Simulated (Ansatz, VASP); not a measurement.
## Co: VASP beside Ansatz

```
Co
1.0
     2.49304    0.00000    0.00000
     0.00000    4.03693    0.00000
     0.00000    0.00000   21.03780
Co
6
Cartesian
  1.8698 3.0277 8.0881
  0.6233 1.0092 8.6979
  0.6233 3.0277 10.1694
  1.8698 1.0092 10.8684
  1.8698 3.0277 12.3399
  0.6233 1.0092 12.9497
```

Alike in both runs: functional PBE; k mesh 15 × 9 × 1; occupations fermi-dirac, width 0.1 eV; collinear spin.

Ansatz relaxed the structure, and its values are those at the end. VASP's run is a single point on that final structure, the one shown.

|  | VASP | Ansatz |
| --- | --- | --- |
| version | VASP 6.6.1 | Ansatz 0.2.0 |
| potentials or method | VASP PAW PBE potentials, release 64 (Co) | PAW with Ansatz's default frozen-core files, scalar-relativistic |
| plane-wave cutoff (eV) | 520 | 420 |
| valence electrons in the cell | 54 | 102 |

|  | VASP | Ansatz | Ansatz less VASP |
| --- | --- | --- | --- |
| rms of the force components (eV/Å) | 0.011 | 0.002 | -0.0090 |
| net moment per atom (μB) | 1.70 | 1.71 | +0.010 |
| size of the moment on the site where the two differ most (μB) | 1.67 | 1.74 | +0.064 |

Site moments also hang on the region over which each program counts them. The functional is the same, so the differences come from potentials, cutoffs and numerics. VASP's potentials hold 54 valence electrons a cell and Ansatz's 102, so a difference there can come from the potentials and not from the codes. Ansatz's warnings: stress scf threshold loose, xc potential rough in thin density.
